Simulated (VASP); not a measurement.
# ZrS2 (P-3m1) in VASP: relaxation of shape and atoms at fixed volume with r2SCAN+D3(BJ)

Aim: the relaxation of shape and atoms at fixed volume of ZrS2 with r2SCAN+D3(BJ).

Program: VASP 6.6.1. These are calculated values, not measurements. Logs are shortened: lines on timing, memory, paths and dates and some standing lists are left out, and cuts for length are marked.

## 1. The cell of the first run

It takes space group P-3m1 (No. 164, trigonal). The conventional cell has a = 3.739 Å, b = 3.739 Å, c = 6.196 Å, α = 90.00°, β = 90.00°, γ = 120.00°. Within 3.4 Å of Zr (site symmetry -3m) lie 6 S at 2.60 Å. S (site symmetry 3m) has 3 Zr at 2.60 Å within 3.4 Å.

## 2. Relaxation of shape and atoms at fixed volume, r2SCAN+D3(BJ) (25.01 Å³/atom)

POSCAR reads:

```
ZrS2
1.0
    3.7394388847      0.0000000000      0.0000000000
   -1.8697194423      3.2384490701      0.0000000000
    0.0000000000      0.0000000000      6.1956398312
Zr S
1 2
Direct
    0.0000000000      0.0000000000      0.0000000000
    0.6666666667      0.3333333333      0.7653172904
    0.3333333333      0.6666666667      0.2346827096
```

INCAR.step1 reads:

```
SYSTEM = ZrS2
ALGO = Normal
EDIFF = 1E-5
EDIFFG = -0.005
ENCUT = 550
GGA = PE
GGA_COMPAT = .FALSE.
IBRION = 2
ISIF = 3
ISMEAR = 0
LASPH = .TRUE.
LCHARG = .FALSE.
LREAL = .FALSE.
LWAVE = .TRUE.
NELM = 120
NELMIN = 4
NSW = 100
PREC = Accurate
SIGMA = 0.02
```

INCAR.step2 reads:

```
SYSTEM = ZrS2
ALGO = Normal
EDIFF = 1E-7
EDIFFG = -0.01
ENCUT = 550
GGA_COMPAT = .FALSE.
IBRION = 2
ISIF = 4
ISMEAR = 0
ISTART = 1
IVDW = 12
LASPH = .TRUE.
LCHARG = .FALSE.
LMIXTAU = .TRUE.
LREAL = .FALSE.
LWAVE = .FALSE.
METAGGA = R2SCAN
NELM = 120
NELMIN = 4
NSW = 50
PREC = Accurate
SIGMA = 0.02
VDW_A1 = 0.49484001
VDW_A2 = 5.73083694
VDW_S6 = 1.0
VDW_S8 = 0.78981345
```

KPOINTS reads:

```
k-points
0
G
  9 9 6
  0 0 0
```

Potentials or basis: VASP PAW PBE potentials, release 64 (Zr_sv, S).

The run is started by

```
$ cat potpaw_PBE.64/Zr_sv/POTCAR potpaw_PBE.64/S/POTCAR > POTCAR
$ cp INCAR.step1 INCAR
$ mpirun -np 1 vasp_std > vasp.out
$ cp INCAR.step2 INCAR
$ mpirun -np 1 vasp_std > vasp.out
```

OUTCAR:

```text
SYSTEM = ZrS2
   EDIFF = 1E-7
   EDIFFG = -0.01
   ENCUT = 550
   IBRION = 2
   ISIF = 4
   ISMEAR = 0
   ISTART = 1
   IVDW = 12
   LASPH = .TRUE.
   LREAL = .FALSE.
   METAGGA = R2SCAN
   NELM = 120
   NELMIN = 4
   NSW = 50
   PREC = Accurate
 IVDW          = 12

 ion  position               nearest neighbor table
   1  0.000  0.000  0.000-   2 2.60   3 2.60   2 2.60   3 2.60   2 2.60   3 2.60
   2  0.667  0.333  0.765-   1 2.60   1 2.60   1 2.60
   3  0.333  0.667  0.235-   1 2.60   1 2.60   1 2.60

  LATTYP: Found a hexagonal cell.
 ALAT       =     3.7394388847
 C/A-ratio  =     1.6568367668

  Lattice vectors:

 A1 = (   3.7394388847,   0.0000000000,   0.0000000000)
 A2 = (  -1.8697194423,   3.2384490701,   0.0000000000)
 A3 = (   0.0000000000,   0.0000000000,   6.1956398312)

Analysis of symmetry for initial positions (statically):
=====================================================================
 Subroutine PRICEL returns:
 Original cell was already a primitive cell.

 Routine SETGRP: Setting up the symmetry group for a
 hexagonal supercell.

 Subroutine GETGRP returns: Found 12 space group operations
 (whereof 12 operations were pure point group operations)
 out of a pool of 24 trial point group operations.

The static configuration has the point symmetry D_3d.

Analysis of symmetry for dynamics (positions and initial velocities):
=====================================================================
 Subroutine PRICEL returns:
 Original cell was already a primitive cell.

 Routine SETGRP: Setting up the symmetry group for a
 hexagonal supercell.

 Subroutine GETGRP returns: Found 12 space group operations
 (whereof 12 operations were pure point group operations)
 out of a pool of 24 trial point group operations.

The dynamic configuration has the point symmetry D_3d.

 Subroutine INISYM returns: Found 12 space group operations
 (whereof 12 operations are pure point group operations),
 and found     1 'primitive' translations

----------------------------------------------------------------------------------------

                                     Primitive cell

  volume of cell :      75.0291

  direct lattice vectors                    reciprocal lattice vectors
     3.739438885  0.000000000  0.000000000     0.267419800  0.154394894  0.000000000
    -1.869719442  3.238449070  0.000000000     0.000000000  0.308789787  0.000000000
     0.000000000  0.000000000  6.195639831     0.000000000  0.000000000  0.161403830

  length of vectors
     3.739438885  3.739438885  6.195639831     0.308789787  0.308789787  0.161403830

  position of ions in fractional coordinates (direct lattice)
     0.000000000  0.000000000  0.000000000
     0.666666667  0.333333333  0.765317290
     0.333333333  0.666666667  0.234682710

  ion indices of the primitive-cell ions
   primitive index   ion index
                 1           1
                 2           2
                 3           3

----------------------------------------------------------------------------------------

 KPOINTS: k-points

Automatic generation of k-mesh.
 Grid dimensions read from file:
 generate k-points for:    9    9    6

 Generating k-lattice:

  Cartesian coordinates                     Fractional coordinates (reciprocal lattice)
     0.029713311  0.017154988  0.000000000     0.111111111 -0.000000000  0.000000000
     0.000000000  0.034309976  0.000000000     0.000000000  0.111111111  0.000000000
     0.000000000  0.000000000  0.026900638     0.000000000  0.000000000  0.166666667

  Length of vectors
     0.034309976  0.034309976  0.026900638

  Shift w.r.t. Gamma in fractional coordinates (k-lattice)
     0.000000000  0.000000000  0.000000000

 Subroutine IBZKPT returns following result:
 ===========================================

 Found     62 irreducible k-points:

 Following reciprocal coordinates:
            Coordinates               Weight
  0.000000  0.000000  0.000000      1.000000
  0.111111  0.000000  0.000000      6.000000
  0.222222  0.000000  0.000000      6.000000
  0.333333  0.000000  0.000000      6.000000
  0.444444  0.000000  0.000000      6.000000
  0.111111  0.111111  0.000000      6.000000
[... 16 lines left out ...]
  0.222222  0.111111  0.166667     12.000000
 -0.111111  0.333333  0.166667     12.000000
 [... further k-points ...]
   k-points           NKPTS =     62   k-points in BZ     NKDIM =     62   number of bands    NBANDS=     16
   number of dos      NEDOS =    301   number of ions     NIONS =      3
   total plane-waves  NPLWV =  43200
   dimension x,y,z NGX =    30 NGY =   30 NGZ =   48
   dimension x,y,z NGXF=    60 NGYF=   60 NGZF=   96
   ions per type =               1   2
   NGX,Y,Z   is equivalent  to a cutoff of  13.34, 13.34, 12.88 a.u.
   NGXF,Y,Z  is equivalent  to a cutoff of  26.67, 26.67, 25.76 a.u.
 SYSTEM =  ZrS2
   PREC   = accura    normal or accurate (medium, high low for compatibility)
   ISTART =      1    job   : 0-new  1-cont  2-samecut
   ICHARG =      0    charge: 1-file 2-atom 10-const
   ISPIN  =      1    spin polarized calculation?
   LNONCOLLINEAR =      F non collinear calculations
   LSORBIT =      F    spin-orbit coupling
   LASPH  =      T    aspherical Exc in radial PAW
   ENCUT  =  550.0 eV  40.42 Ry    6.36 a.u.   7.15  7.15 11.85*2*pi/ulx,y,z
   NELM   =    120;   NELMIN=  4; NELMDL=  0     # of ELM steps
   EDIFF  = 0.1E-06   stopping-criterion for ELM
   LREAL  =      F    real-space projection
   EDIFFG = -.1E-01   stopping-criterion for IOM
   NSW    =     50    number of steps for IOM
   IBRION =      2    ionic relax: 0-MD 1-quasi-New 2-CG
   NFREE  =      1    steps in history (QN), initial steepest desc. (CG)
   ISIF   =      4    stress and relaxation
   ISYM   =      2    0-nonsym 1-usesym 2-fastsym
   POTIM  = 0.5000    time-step for ionic-motion
   TEBEG  =    0.0;   TEEND  =   0.0 temperature during run
   PSTRESS=    0.0 pullay stress
   NELECT =      24.0000    total number of electrons
   NUPDOWN=      -1.0000    fix difference up-down
   EMIN   =  10.00;   EMAX   =-10.00  energy-range for DOS
   EFERMI =   0.00;   METHOD = LEGACY
   ISMEAR =     0;   SIGMA  =   0.02  broadening in eV -4-tet -1-fermi 0-gaus
   EFERMI_NEDOS =   21; number of points for ismear=-14 and -15
   IALGO  =     38    algorithm
   IMIX   =      4    mixing-type and parameters
     AMIX     =   0.40;   BMIX     =  1.00
     AMIX_MAG =   1.60;   BMIX_MAG =  1.00
  volume/ion in A,a.u.               =      25.01       168.77
  Fermi-wavevector in a.u.,A,eV,Ry     =   1.119615  2.115765 17.055415  1.253538
  Thomas-Fermi vector in A             =   2.256255
   LORBIT       =      0    0 simple, 1 ext, 2 COOP (PROOUT), +10 PAW based schemes
   METAGGA = R2SCAN    functional components
   LHFCALC =     F    Hartree Fock is set to
   AEXX    =    0.0000 exact exchange contribution
   IVDW    =    12    specifies the selected vdW correction
   LEPSILON=     F    determine dielectric tensor
   LRPA    =     F    only Hartree local field effects (RPA)
 conjugate gradient relaxation of ions
 non-spin polarized calculation
 Gauss-broadening in eV      SIGMA  =   0.02
  energy-cutoff  :      550.00
  volume of cell :       75.03
 maximum number of plane-waves:      2220
 NGX is ok and might be reduce to    30
   NGX = 15   NGY = 15   NGZ = 23

--------------------------------------- Ionic step        1  -------------------------------------------

 number of electron      24.0000001 magnetization

 Free energy of the ion-electron system (eV)
  ---------------------------------------------------
  ext. energy  EPLUGINS =         0.00000000
  ---------------------------------------------------
  free energy    TOTEN  =       -44.13182346 eV

  energy without entropy =      -44.13182346  energy(sigma->0) =      -44.13182346

------------------------ aborting loop because EDIFF is reached ----------------------------------------

 Edisp (eV)   -0.44887

 E8    (eV) :    -0.1488

  FORCE on cell =-STRESS in cart. coord.  units (eV):
  Direction    XX          YY          ZZ          XY          YZ          ZX
  --------------------------------------------------------------------------------------
  -------------------------------------------------------------------------------------
  Total      -2.12493    -2.12493    -1.80029    -0.00000     0.00000     0.00000
  in kB     -45.37583   -45.37583   -38.44355    -0.00000     0.00000     0.00000
  external pressure =      -43.07 kB  Pullay stress =        0.00 kB
[... 186 lines left out ...]
  energy  without entropy=      -44.6044804114  energy(sigma->0) =      -44.60448041

--------------------------------------- Ionic step        6  -------------------------------------------

 number of electron      23.9999998 magnetization

 Free energy of the ion-electron system (eV)
  ---------------------------------------------------
  ext. energy  EPLUGINS =         0.00000000
  ---------------------------------------------------
  free energy    TOTEN  =       -44.15716555 eV

  energy without entropy =      -44.15716555  energy(sigma->0) =      -44.15716555

 E-fermi :   3.4447     XC(G=0):  -9.5173

 val. band max:        3.2393881192   @ k =   0.0000   0.0000   0.0000
 cond. band min:       4.7658334249   @ k =   0.4444   0.0000   0.5000
 fundamental gap:      1.5264453057
 Fermi energy:         3.4447041138

 k-point     1 :       0.0000    0.0000    0.0000
  band No.  band energies     occupation
      1     -47.3033      2.00000
      2     -24.6499      2.00000
      3     -24.5005      2.00000
      4     -24.5005      2.00000
      5      -9.6774      2.00000
      6      -8.3346      2.00000
[... 8 lines left out ...]
     15       6.1798      0.00000
     16       8.7789      0.00000
[... 420 lines left out ...]
  band No.  band energies     occupation
      1     -47.2919      2.00000
      2     -24.6530      2.00000
      3     -24.6136      2.00000
      4     -24.5438      2.00000
      5      -8.9580      2.00000
      6      -8.4862      2.00000
[... 8 lines left out ...]
     15       7.1210      0.00000
     16       8.1699      0.00000

 [... further k-points ...]

------------------------ aborting loop because EDIFF is reached ----------------------------------------

 Edisp (eV)   -0.44781

 E8    (eV) :    -0.1483

  FORCE on cell =-STRESS in cart. coord.  units (eV):
  Direction    XX          YY          ZZ          XY          YZ          ZX
  --------------------------------------------------------------------------------------
  -------------------------------------------------------------------------------------
  Total      -0.69767    -0.69767    -0.69837    -0.00000    -0.00000    -0.00000
  in kB     -14.89820   -14.89820   -14.91298    -0.00000    -0.00000    -0.00000
  external pressure =      -14.90 kB  Pullay stress =        0.00 kB
[... 18 lines left out ...]
  FREE ENERGIE OF THE ION-ELECTRON SYSTEM (eV)
  ---------------------------------------------------
  free  energy   TOTEN  =       -44.6049718296 eV

  energy  without entropy=      -44.6049718296  energy(sigma->0) =      -44.60497183

 reached required accuracy - stopping structural energy minimisation
```

Wall time 63 min (1 thread of Intel Xeon 8259CL, shared host); peak memory 0.28 GiB.

Results:

| Property | Result |
| --- | --- |
| Free energy | -44.6050 eV |
| Energy gained by relaxing | 8.1 meV/atom |
| Ionic steps | 6 |
| Pressure after relaxing | -1.5 GPa |
| Band gap on the k mesh | 1.53 eV (least direct gap 2.03 eV) |
| Dispersion energy per atom | -0.149 eV |

Forces on the atoms (eV/Å):
```
Zr   0.000  0.000  0.000
S    0.000  0.000 -0.003
S    0.000  0.000  0.003
```

Step by step:
```
step  energy change (eV)  largest force (eV/Å)  pressure (GPa)  volume (Å³)
   1              0.0000                0.4167           -4.31        75.03
   2             -0.0141                0.2183           -3.29        75.03
   3             -0.0208                0.0262           -2.02        75.03
   4             -0.0209                0.0475           -1.91        75.03
   5             -0.0238                0.0207           -1.65        75.03
   6             -0.0243                0.0029           -1.49        75.03
```

Final structure:
```xyz
3
Lattice="3.7002 0.0000 0.0000 -1.8501 3.2045 0.0000 0.0000 0.0000 6.3278" Properties=species:S:1:pos:R:3 pbc="T T T"
Zr    3.7002    0.0000    0.0000
S     1.8501    1.0682    4.8930
S     0.0000    2.1363    1.4348
```

Levels at points of the mesh, in eV from the valence-band top:
```csv
k point,band 8,band 9,band 10,band 11,band 12,band 13,band 14,band 15,band 16
"(0.00, 0.00, 0.00)",-2.75,-2.75,-0.13,0.00,0.00,2.03,2.03,2.94,5.54
"(0.00, 0.00, 0.50)",-2.73,-2.73,-1.30,-0.05,-0.05,2.01,2.01,3.26,5.71
```

Caveat: the PAW data sets were made with another functional, which shifts forces and pressure a little.
